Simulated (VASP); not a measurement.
Input of a VASP 6.6.1 run:

Contents of INCAR:

```
SYSTEM = Sn
  ALGO = Normal
  EDIFF = 1E-6
  EDIFFG = -0.005
  ENCUT = 600
  GGA = PE
  IBRION = 2
  ISIF = 4
  ISMEAR = -1
  LASPH = .TRUE.
  LCHARG = .FALSE.
  LREAL = .FALSE.
  LWAVE = .FALSE.
  NELM = 100
  NSW = 50
  PREC = Accurate
  SIGMA = 0.05
```

The input KPOINTS:

```
k-points
0
G
  13 13 13
  0 0 0
```

Contents of POSCAR:

```
Sn
1.0
   -2.2383172178      2.2383172178      1.2180095771
    2.2383172178     -2.2383172178      1.2180095771
    2.2383172178      2.2383172178     -1.2180095771
Sn
2
Direct
   -0.3750000000     -0.1250000000     -0.2500000000
    0.3750000000      0.1250000000      0.2500000000
```

Potentials or basis: VASP PAW PBE potentials, release 64 (Sn_d).

Command:

```bash
$ cat potpaw_PBE.64/Sn_d/POTCAR > POTCAR
$ mpirun -np 1 vasp_std > vasp.out
```

Task: What does it give for the band gap on the k mesh?

Result: Zero (bands 14 and 15 overlap by 10.25 eV).

The path:
```csv
step,energy change (eV),largest force (eV/Å),pressure (GPa),volume (Å³)
1,0.0000,0.0000,309.44,24.41
2,0.0312,0.0000,309.87,24.41
3,-0.0025,0.0000,309.52,24.41
4,-0.0025,0.0000,309.50,24.41
```

Caveat: spin-orbit coupling is left out, which moves the levels of the heavy elements.
